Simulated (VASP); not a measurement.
Crystal: Li.

```
Li
1.0
    -1.75000    1.75000    1.75000
     1.75000   -1.75000    1.75000
     1.75000    1.75000   -1.75000
Li
1
Direct
  0.00000 0.00000 0.00000
```

- Program: VASP 6.6.1
- Task: relaxation of cell and atoms
- Functional: PBE
- Potentials or basis: VASP PAW PBE potentials, release 64 (Li_sv)
- Cutoff: 600 eV
- k mesh: 16 × 16 × 16
- Occupations: gaussian, width 0.1 eV
- Spin: no spin polarisation

At the start: pressure -0.8 GPa; volume 21.44 Å³/atom.

Task: Where does the relaxation end?

Result: Over 4 steps the energy falls by 3.7 meV/atom and the volume is 20.04 Å³/atom (-6.5 %); space group Im-3m (No. 229, to 0.05 Å).

Step by step:
```tsv
step	energy change (eV)	largest force (eV/Å)	pressure (GPa)	volume (Å³)
1	0.0000	0.0000	-0.81	21.44
2	-0.0015	0.0000	-0.64	21.10
3	-0.0037	0.0000	-0.05	20.12
4	-0.0037	0.0000	0.00	20.04
```

Final structure:
```
Li
1.0
    -1.71102    1.71102    1.71102
     1.71102   -1.71102    1.71102
     1.71102    1.71102   -1.71102
Li
1
Cartesian
  -1.7110 1.7110 1.7110
```

Caveat: the cutoff is under 1.25 times the usual one of these potentials, so pressure, stress and relaxed cells hold a basis-set (Pulay) error.
